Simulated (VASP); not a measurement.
Set up this calculation in VASP 6.6.1, as the native input.

```yaml
Task: G0W0 quasiparticle levels
Functional: PBE
Potentials_or_basis: VASP PAW PBE potentials, release 64 (Ga_d_GW, As_GW)
Cutoff: 500 eV
k_mesh: 4 × 4 × 4
Occupations: gaussian, width 0.01 eV
Spin: no spin polarisation
Dipole_correction: no
GW_scheme: G0W0
GW_iterations: 1
Cutoff_of_the_response_function: 150
Frequency_points: 96
Empty_bands: 175
Further_INCAR_settings: ALGO = EVGW0; EDIFF = 1e-08; NBANDS = 184
```

Crystal: GaAs.

```xyz
2
Lattice="0.0000 2.7623 2.7623 2.7623 0.0000 2.7623 2.7623 2.7623 0.0000" Properties=species:S:1:pos:R:3 pbc="T T T"
Ga    0.0000    0.0000    0.0000
As    1.3811    1.3811    1.3811
```

One way to write it, as run:

POSCAR

```
GaAs
1.0
    0.0000000000      2.7622579668      2.7622579668
    2.7622579668      0.0000000000      2.7622579668
    2.7622579668      2.7622579668      0.0000000000
Ga As
1 1
Direct
    0.0000000000      0.0000000000      0.0000000000
    0.2500000000      0.2500000000      0.2500000000
```

INCAR.step1

```
SYSTEM = GaAs
ALGO     = Normal         ! electronic algorithm
EDIFF    = 1E-8           ! SCF threshold, eV
ENCUT    = 500            ! plane-wave cutoff, eV
GGA      = PE             ! functional
ISMEAR   = 0              ! smearing method
LASPH    = .TRUE.         ! aspherical terms in the spheres
LCHARG   = .FALSE.        ! write CHGCAR
LREAL    = .FALSE.        ! projectors in reciprocal space
LWAVE    = .TRUE.         ! write WAVECAR
NELM     = 100            ! most SCF steps
PREC     = Accurate       ! precision mode
SIGMA    = 0.01           ! smearing width, eV
```

INCAR.step2

```
SYSTEM = GaAs
ALGO     = Exact          ! electronic algorithm
EDIFF    = 1E-8           ! SCF threshold, eV
ENCUT    = 500            ! plane-wave cutoff, eV
GGA      = PE             ! functional
ISMEAR   = 0              ! smearing method
ISTART   = 1            
LASPH    = .TRUE.         ! aspherical terms in the spheres
LCHARG   = .FALSE.        ! write CHGCAR
LOPTICS  = .TRUE.         ! frequency-dependent dielectric function
LREAL    = .FALSE.        ! projectors in reciprocal space
LWAVE    = .TRUE.         ! write WAVECAR
NBANDS   = 184            ! bands
NELM     = 1              ! most SCF steps
PREC     = Accurate       ! precision mode
SIGMA    = 0.01           ! smearing width, eV
```

INCAR.step3

```
SYSTEM = GaAs
ALGO     = EVGW0          ! electronic algorithm
EDIFF    = 1E-8           ! SCF threshold, eV
ENCUT    = 500            ! plane-wave cutoff, eV
ENCUTGW  = 150.0          ! cutoff of the response function
GGA      = PE             ! functional
ISMEAR   = 0              ! smearing method
ISTART   = 1            
LASPH    = .TRUE.         ! aspherical terms in the spheres
LCHARG   = .FALSE.        ! write CHGCAR
LREAL    = .FALSE.        ! projectors in reciprocal space
LWAVE    = .FALSE.        ! write WAVECAR
NBANDS   = 184            ! bands
NBANDSGW = 17           
NELMGW   = 1            
NOMEGA   = 96             ! frequency points
OMEGAMAX = 20           
PREC     = Accurate       ! precision mode
PRECFOCK = Fast         
SIGMA    = 0.01           ! smearing width, eV
```

KPOINTS

```
k-points
0
G
  4 4 4
  0 0 0
```

Potentials or basis: VASP PAW PBE potentials, release 64 (Ga_d_GW, As_GW).

Command:

```bash
$ cat potpaw_PBE.64/Ga_d_GW/POTCAR potpaw_PBE.64/As_GW/POTCAR > POTCAR
$ cp INCAR.step1 INCAR
$ mpirun -np 1 vasp_std > vasp.out
$ cp INCAR.step2 INCAR
$ mpirun -np 1 vasp_std > vasp.out
$ cp INCAR.step3 INCAR
$ mpirun -np 1 vasp_std > vasp.out
```

Results of the run:

```yaml
Quasiparticle_gap: 1.67 eV
Least_direct_quasiparticle_gap: 2.02 eV
Band_gap_of_the_starting_levels_on_the_mesh: 1.04 eV
Least_direct_gap_of_the_starting_levels_on_the_mesh: 1.04 eV
```

Caveat: the k points lie up to 0.49 Å⁻¹ apart; bands, screening cutoff and mesh are small and nothing is extrapolated, so the quasiparticle values aren't converged.

Wall time 4.8 min on 1 thread of AMD EPYC 7R13 Processor (Zen 3) (shared host), peak memory 0.46 GiB.
